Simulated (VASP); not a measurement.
# Be2C (Fm-3m) in VASP: notebook

The runs below take Be2C through single point, with PBE, PBEsol.

Everything below comes from runs of VASP 6.6.1. Logs are shortened: lines on timing, memory, paths and dates and some standing lists are left out, and cuts for length are marked.

### Step 1. The cell of the first run

It takes space group Fm-3m (No. 225, cubic). Conventional cell: a = 4.242 Å, b = 4.242 Å, c = 4.242 Å, α = 90.00°, β = 90.00°, γ = 90.00°. C (site symmetry m-3m) has 8 Be at 1.84 Å within 2.4 Å. Within 2.4 Å of Be (site symmetry -43m) lie 4 C at 1.84 Å and 6 Be at 2.12 Å.

### Step 2. Single point, PBE (volume scaled by 0.94)

INCAR

```
SYSTEM = Be2C
ALGO = Normal
EDIFF = 1E-6
ENCUT = 600
GGA = PE
GGA_COMPAT = .False.
ISIF = 2
ISMEAR = -1
LASPH = .True.
LCHARG = .True.
LELF = .True.
LREAL = .False.
LVHAR = .True.
LWAVE = .False.
NBANDS = 11
NELM = 120
PREC = Accurate
SIGMA = 0.05
```

KPOINTS

```
k-points
0
Gamma
  11 11 11
  0 0 0
```

POSCAR

```
Be2C
1.0
    0.0000000000      2.1208039254      2.1208039254
    2.1208039254      0.0000000000      2.1208039254
    2.1208039254      2.1208039254      0.0000000000
C Be
1 2
Direct
    0.0000000000      0.0000000000      0.0000000000
    0.7500000000      0.7500000000      0.7500000000
    0.2500000000      0.2500000000      0.2500000000
```

Potentials or basis: VASP PAW PBE potentials, release 64 (C, Be).

On the command line:

```
cat potpaw_PBE.64/C/POTCAR potpaw_PBE.64/Be/POTCAR > POTCAR
mpirun -np 1 vasp_std > vasp.out
```

OUTCAR:

```text
SYSTEM = Be2C
   EDIFF = 1E-6
   ENCUT = 600
   GGA = PE
   ISIF = 2
   ISMEAR = -1
   LASPH = .True.
   LREAL = .False.
   NELM = 120
   PREC = Accurate

 ion  position               nearest neighbor table
   1  0.000  0.000  0.000-   2 1.84   2 1.84   2 1.84   3 1.84   3 1.84   3 1.84   3 1.84   2 1.84

   2  0.750  0.750  0.750-   1 1.84   1 1.84   1 1.84   1 1.84   3 2.12   3 2.12   3 2.12   3 2.12
                             3 2.12   3 2.12
   3  0.250  0.250  0.250-   1 1.84   1 1.84   1 1.84   1 1.84   2 2.12   2 2.12   2 2.12   2 2.12
                             2 2.12   2 2.12

  LATTYP: Found a face centered cubic cell.
 ALAT       =     4.2416078508

  Lattice vectors:

 A1 = (   0.0000000000,   2.1208039254,   2.1208039254)
 A2 = (   2.1208039254,   0.0000000000,   2.1208039254)
 A3 = (   2.1208039254,   2.1208039254,   0.0000000000)

Analysis of symmetry for initial positions (statically):
=====================================================================
 Subroutine PRICEL returns:
 Original cell was already a primitive cell.

 Routine SETGRP: Setting up the symmetry group for a
 face centered cubic supercell.

 Subroutine GETGRP returns: Found 48 space group operations
[... 9 lines left out ...]

 Routine SETGRP: Setting up the symmetry group for a
 face centered cubic supercell.

 Subroutine GETGRP returns: Found 48 space group operations
[... 11 lines left out ...]
                                     Primitive cell

  volume of cell :      19.0779

  direct lattice vectors                    reciprocal lattice vectors
     0.000000000  2.120803925  2.120803925    -0.235759654  0.235759654  0.235759654
     2.120803925  0.000000000  2.120803925     0.235759654 -0.235759654  0.235759654
     2.120803925  2.120803925  0.000000000     0.235759654  0.235759654 -0.235759654

  length of vectors
     2.999269674  2.999269674  2.999269674     0.408347699  0.408347699  0.408347699

  position of ions in fractional coordinates (direct lattice)
     0.000000000  0.000000000  0.000000000
     0.750000000  0.750000000  0.750000000
     0.250000000  0.250000000  0.250000000

  ion indices of the primitive-cell ions
   primitive index   ion index
                 1           1
                 2           2
                 3           3

----------------------------------------------------------------------------------------

 KPOINTS: k-points

Automatic generation of k-mesh.
 Grid dimensions read from file:
 generate k-points for:   11   11   11

 Generating k-lattice:

[... 62 lines left out ...]
   LREAL  =      F    real-space projection
   EDIFFG = 0.1E-04   stopping-criterion for IOM
   NSW    =      0    number of steps for IOM
   IBRION =     -1    ionic relax: 0-MD 1-quasi-New 2-CG
   NFREE  =      0    steps in history (QN), initial steepest desc. (CG)
   ISIF   =      2    stress and relaxation
   ISYM   =      2    0-nonsym 1-usesym 2-fastsym
   POTIM  = 0.5000    time-step for ionic-motion
   TEBEG  =    0.0;   TEEND  =   0.0 temperature during run
   PSTRESS=    0.0 pullay stress
   NELECT =       8.0000    total number of electrons
   NUPDOWN=      -1.0000    fix difference up-down
   EMIN   =  10.00;   EMAX   =-10.00  energy-range for DOS
   EFERMI =   0.00;   METHOD = LEGACY
   ISMEAR =    -1;   SIGMA  =   0.05  broadening in eV -4-tet -1-fermi 0-gaus
   EFERMI_NEDOS =   21; number of points for ismear=-14 and -15
   IALGO  =     38    algorithm
   IMIX   =      4    mixing-type and parameters
     AMIX     =   0.40;   BMIX     =  1.00
     AMIX_MAG =   1.60;   BMIX_MAG =  1.00
  volume/ion in A,a.u.               =       6.36        42.91
  Fermi-wavevector in a.u.,A,eV,Ry     =   1.225352  2.315580 20.428989  1.501488
  Thomas-Fermi vector in A             =   2.360393
   LORBIT       =      0    0 simple, 1 ext, 2 COOP (PROOUT), +10 PAW based schemes
   GGA     = PE    functional components
   LHFCALC =     F    Hartree Fock is set to
   AEXX    =    0.0000 exact exchange contribution
   IVDW    =     0    specifies the selected vdW correction
   LEPSILON=     F    determine dielectric tensor
   LRPA    =     F    only Hartree local field effects (RPA)
 non-spin polarized calculation
  energy-cutoff  :      600.00
  volume of cell :       19.08
 maximum number of plane-waves:       648
   NGX = 11   NGY = 11   NGZ = 11

 number of electron       7.9999999 magnetization

 Free energy of the ion-electron system (eV)
  ---------------------------------------------------
  ext. energy  EPLUGINS =         0.00000000
  ---------------------------------------------------
  free energy    TOTEN  =       -17.40512257 eV

  energy without entropy =      -17.40512254  energy(sigma->0) =      -17.40512256

 E-fermi :   8.9647     XC(G=0): -11.6804

 val. band max:        8.3387644853   @ k =   0.0000   0.0000   0.0000
 cond. band min:       9.6203677104   @ k =   0.4545   0.4545   0.0000
 fundamental gap:      1.2816032251
 Fermi energy:         8.9647401179

 k-point     1 :       0.0000    0.0000    0.0000
  band No.  band energies     occupation
      1      -7.1565      2.00000
      2       8.3388      1.99999
      3       8.3388      1.99999
      4       8.3388      1.99999
      5      12.5817      0.00000
      6      12.5817      0.00000
      7      12.5817      0.00000
      8      15.7804      0.00000
      9      21.9920      0.00000
     10      21.9920      0.00000
     11      21.9920      0.00000
[... 309 lines left out ...]
 k-point    24 :      -0.1818    0.1818    0.0000
  band No.  band energies     occupation
      1      -5.7397      2.00000
      2       3.2404      2.00000
      3       4.6846      2.00000
      4       7.2674      2.00000
      5      14.5389      0.00000
      6      14.6748      0.00000
      7      16.4865      0.00000
      8      16.8197      0.00000
      9      17.6103      0.00000
     10      24.0036      0.00000
     11      25.1085      0.00000

 [... further k-points ...]
[... 5 lines left out ...]
  --------------------------------------------------------------------------------------
  -------------------------------------------------------------------------------------
  Total        1.6601419      1.6601419      1.6601419     -0.0000000      0.0000000     -0.0000000
  in kB      139.4197353    139.4197353    139.4197353     -0.0000000      0.0000000     -0.0000000
  external PRESSURE =     139.4197353 kB  Pullay stress =       0.0000000 kB

 VOLUME and BASIS-vectors are now :
 -----------------------------------------------------------------------------
  energy-cutoff  :      600.00
  volume of cell :       19.08
      direct lattice vectors                 reciprocal lattice vectors
     0.000000000  2.120803925  2.120803925    -0.235759654  0.235759654  0.235759654
     2.120803925  0.000000000  2.120803925     0.235759654 -0.235759654  0.235759654
     2.120803925  2.120803925  0.000000000     0.235759654  0.235759654 -0.235759654

 POSITION                                       TOTAL-FORCE (eV/Angst)
 -----------------------------------------------------------------------------------
      0.00000      0.00000      0.00000         0.000000      0.000000     -0.000000
      3.18121      3.18121      3.18121        -0.000000      0.000000     -0.000000
      1.06040      1.06040      1.06040         0.000000     -0.000000      0.000000
 -----------------------------------------------------------------------------------
    total drift:                               -0.000000     -0.000000      0.000000

  FREE ENERGIE OF THE ION-ELECTRON SYSTEM (eV)
  ---------------------------------------------------
  free  energy   TOTEN  =       -17.4051225702 eV

  energy  without entropy=      -17.4051225446  energy(sigma->0) =      -17.40512256
```

It took 5.1 s on 1 thread of Intel Xeon 6975P-C (Granite Rapids), shared host; peak memory 0.14 GiB.

Results:

```
Free energy            : -17.4051 eV
Pressure               : 13.9 GPa
Band gap on the k mesh : 1.28 eV, indirect (least direct gap 4.24 eV)
```

Levels at points of the mesh, in eV from the valence-band top:
| k point | band 1 | band 2 | band 3 | band 4 | band 5 | band 6 | band 7 | band 8 | band 9 |
| --- | --- | --- | --- | --- | --- | --- | --- | --- | --- |
| (0.00, 0.00, 0.00) | -15.50 | 0.00 | 0.00 | 0.00 | 4.24 | 4.24 | 4.24 | 7.44 | 13.65 |

 A k mesh can miss the band edges.

### Step 3. Single point, PBE (volume scaled by 0.96)

INCAR

```
PREC     = Accurate       # precision mode
ENCUT    = 600            # plane-wave cutoff, eV
EDIFF    = 1E-6           # SCF threshold, eV
ISMEAR   = -1             # smearing method
SIGMA    = 0.05           # smearing width, eV
LREAL    = False          # projectors in reciprocal space
LASPH    = True           # aspherical terms in the spheres
NELM     = 120            # most SCF steps
ALGO     = Normal         # electronic algorithm
ISIF     = 2              # what is computed and relaxed
LWAVE    = False          # write WAVECAR
LCHARG   = False          # write CHGCAR
GGA      = PE             # functional
NBANDS   = 11             # bands
GGA_COMPAT= False
```

KPOINTS

```
Automatic mesh
0
Gamma
  11 11 11
```

POSCAR

```
Be2C
1.0
    0.0000000000      2.1357396564      2.1357396564
    2.1357396564      0.0000000000      2.1357396564
    2.1357396564      2.1357396564      0.0000000000
C Be
1 2
Direct
    0.0000000000      0.0000000000      0.0000000000
    0.7500000000      0.7500000000      0.7500000000
    0.2500000000      0.2500000000      0.2500000000
```

Potentials or basis: VASP PAW PBE potentials, release 64 (C, Be).

On the command line:

```
cat potpaw_PBE.64/C/POTCAR potpaw_PBE.64/Be/POTCAR > POTCAR
mpirun -np 1 vasp_std > vasp.out
```

It took 5.4 s on 1 thread of Intel Xeon 6975P-C (Granite Rapids), shared host; peak memory 0.13 GiB.

It converged, with:

| Item | Value |
| --- | --- |
| Free energy | -17.4343 eV |
| Pressure | 8.9 GPa |
| Band gap on the k mesh | 1.27 eV, indirect (least direct gap 4.20 eV) |

Levels at points of the mesh, in eV from the valence-band top:
```csv
k point,band 1,band 2,band 3,band 4,band 5,band 6,band 7,band 8,band 9
"(0.00, 0.00, 0.00)",-15.34,0.00,0.00,0.00,4.20,4.20,4.20,7.20,13.49
```

### Step 4. Single point, PBE (volume scaled by 1.02)

INCAR

```
SYSTEM = Be2C
PREC = Accurate
ENCUT = 600
EDIFF = 1E-6
ISMEAR = -1
SIGMA = 0.05
LREAL = .False.
LASPH = .True.
NELM = 120
ALGO = Normal
ISIF = 2
LWAVE = .False.
LCHARG = .False.
GGA = PE
NBANDS = 11
GGA_COMPAT = .False.
```

KPOINTS

```
regular mesh
0
Gamma
  11 11 11
  0 0 0
```

POSCAR

```
Be2C
1.0
    0.0000000000      2.1793381662      2.1793381662
    2.1793381662      0.0000000000      2.1793381662
    2.1793381662      2.1793381662      0.0000000000
C Be
1 2
Direct
    0.0000000000      0.0000000000      0.0000000000
    0.7500000000      0.7500000000      0.7500000000
    0.2500000000      0.2500000000      0.2500000000
```

On the command line:

```
cat potpaw_PBE.64/C/POTCAR potpaw_PBE.64/Be/POTCAR > POTCAR
mpirun -np 1 vasp_std > vasp.out
```

Wall time 9.8 s (1 thread of Intel Xeon 6975P-C (Granite Rapids), shared host); peak memory 0.15 GiB.

It converged, with:

| Property | Result |
| --- | --- |
| Free energy | -17.4525 eV |
| Pressure | -3.8 GPa |
| Band gap on the k mesh | 1.24 eV, indirect (least direct gap 4.09 eV) |

Levels at points of the mesh, in eV from the valence-band top:
| k point | band 1 | band 2 | band 3 | band 4 | band 5 | band 6 | band 7 | band 8 |
| --- | --- | --- | --- | --- | --- | --- | --- | --- |
| (0.00, 0.00, 0.00) | -14.89 | 0.00 | 0.00 | 0.00 | 4.09 | 4.09 | 4.09 | 6.53 |

 A k mesh can miss the band edges.

### Step 5. Single point, PBE (volume scaled by 1.06)

INCAR

```
  PREC = Accurate
  ENCUT = 600
  EDIFF = 1E-6
  ISMEAR = -1
  SIGMA = 0.05
  LREAL = False
  LASPH = True
  NELM = 120
  ALGO = Normal
  ISIF = 2
  LWAVE = False
  LCHARG = False
  GGA = PE
  NBANDS = 11
  GGA_COMPAT = False
```

KPOINTS

```
regular mesh
0
Gamma
  11 11 11
```

POSCAR

```
Be2C
1.0
    0.0000000000      2.2074617605      2.2074617605
    2.2074617605      0.0000000000      2.2074617605
    2.2074617605      2.2074617605      0.0000000000
C Be
1 2
Direct
    0.0000000000      0.0000000000      0.0000000000
    0.7500000000      0.7500000000      0.7500000000
    0.2500000000      0.2500000000      0.2500000000
```

On the command line:

```
cat potpaw_PBE.64/C/POTCAR potpaw_PBE.64/Be/POTCAR > POTCAR
mpirun -np 1 vasp_std > vasp.out
```

It took 9.3 s on 1 thread of Intel Xeon 6975P-C (Granite Rapids), shared host; peak memory 0.15 GiB.

It converged, with:

| Item | Value |
| --- | --- |
| Free energy | -17.4162 eV |
| Pressure | -10.6 GPa |
| Band gap on the k mesh | 1.23 eV, indirect (least direct gap 4.02 eV) |

Levels at points of the mesh, in eV from the valence-band top:
| k point | band 2 | band 3 | band 4 | band 5 | band 6 | band 7 |
| --- | --- | --- | --- | --- | --- | --- |
| (0.00, 0.00, 0.00) | 0.00 | 0.00 | 0.00 | 4.02 | 4.02 | 4.02 |

 A k mesh can miss the band edges.

### Step 6. Single point, PBEsol (volume scaled by 0.94)

INCAR

```
PREC     = Accurate       # precision mode
ENCUT    = 600            # plane-wave cutoff, eV
EDIFF    = 1E-6           # SCF threshold, eV
ISMEAR   = -1             # smearing method
SIGMA    = 0.05           # smearing width, eV
LREAL    = F              # projectors in reciprocal space
LASPH    = T              # aspherical terms in the spheres
NELM     = 120            # most SCF steps
ALGO     = Normal         # electronic algorithm
ISIF     = 2              # what is computed and relaxed
LWAVE    = F              # write WAVECAR
LCHARG   = T              # write CHGCAR
GGA      = PS             # functional
LELF     = T              # ELF
LVHAR    = T            
NBANDS   = 11             # bands
GGA_COMPAT= F
```

KPOINTS

```
Automatic mesh
0
Gamma
  11 11 11
```

POSCAR

```
Be2C
1.0
    0.0000000000      2.1208039254      2.1208039254
    2.1208039254      0.0000000000      2.1208039254
    2.1208039254      2.1208039254      0.0000000000
C Be
1 2
Direct
    0.0000000000      0.0000000000      0.0000000000
    0.7500000000      0.7500000000      0.7500000000
    0.2500000000      0.2500000000      0.2500000000
```

Potentials or basis: VASP PAW PBE potentials, release 64 (C, Be).

On the command line:

```
cat potpaw_PBE.64/C/POTCAR potpaw_PBE.64/Be/POTCAR > POTCAR
mpirun -np 1 vasp_std > vasp.out
```

Wall time 22 s (1 thread of Intel Xeon 8259CL, shared host); peak memory 0.14 GiB.

The run converged. Its results:

| Quantity | Value |
| --- | --- |
| Free energy | -18.3774 eV |
| Pressure | 11.5 GPa |
| Band gap on the k mesh | 1.18 eV, indirect (least direct gap 4.20 eV) |

Levels at points of the mesh, in eV from the valence-band top:
```
           k point  band 1  band 2  band 3  band 4  band 5  band 6  band 7  band 8
(0.00, 0.00, 0.00)  -15.49    0.00    0.00    0.00    4.20    4.20    4.20    7.39
```

Caveat: the PAW data sets were made with another functional, which shifts forces and pressure a little. A k mesh can miss the band edges.

### Step 7. Overview

```tsv
level	cell	gap on the mesh (eV)	pressure (GPa)
PBE	a = 2.999 Å, angles 60.0°, 3 atoms	1.28	13.9
PBE	a = 3.020 Å, angles 60.0°, 3 atoms	1.27	8.9
PBE	a = 3.082 Å, angles 60.0°, 3 atoms	1.24	-3.8
PBE	a = 3.122 Å, angles 60.0°, 3 atoms	1.23	-10.6
PBEsol	a = 2.999 Å, angles 60.0°, 3 atoms	1.18	11.5
```

Alike in all rows: task single point; potentials or basis VASP PAW PBE potentials, release 64 (C, Be); no spin polarisation; k mesh 11 × 11 × 11; cutoff (eV) 600; smearing fermi-dirac 0.05 eV.

Caveats: the PAW data sets were made with another functional, which shifts forces and pressure a little (some runs).

Total energies depend on the potentials used, so only differences within one code and one set of settings carry meaning.
